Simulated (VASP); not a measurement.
A run of VASP 6.6.1 is set up as follows.

Contents of INCAR:

```
  PREC = Accurate
  ENCUT = 520
  EDIFF = 1E-6
  ISMEAR = -1
  SIGMA = 0.1
  LREAL = F
  LASPH = T
  NELM = 60
  ALGO = Normal
  ISIF = 2
  LWAVE = F
  LCHARG = F
  GGA = RP
  NBANDS = 34
```

Contents of KPOINTS:

```
Automatic mesh
0
Gamma
  13 13 4
```

File POSCAR:

```
Ga
1.0
    2.9049761687      0.0000000000      0.0000000000
   -1.4524880844      2.5157831594      0.0000000000
    0.0000000000      0.0000000000      9.4861587676
Ga
4
Direct
    0.0000000000      0.0000000000      0.0000000000
    0.0000000000      0.0000000000      0.5000000000
    0.3333333333      0.6666666667      0.2500000000
    0.6666666667      0.3333333333      0.7500000000
```

Potentials or basis: VASP PAW PBE potentials, release 64 (Ga_d).

The run is started by

```console
$ cat potpaw_PBE.64/Ga_d/POTCAR > POTCAR
$ mpirun -np 1 vasp_std > vasp.out
```

Q: What does it give for the band gap on the k mesh?

A: Zero (bands 26 and 27 overlap by 5.86 eV).

Q: Estimate the pressure.

A: 7.6 GPa.

Stress tensor (GPa, compression positive):
```
7.58 0.00 0.00
0.00 7.58 0.00
0.00 0.00 7.68
```

Caveat: the cell stands under pressure; the PAW data sets were made with another functional, which shifts forces and pressure a little.
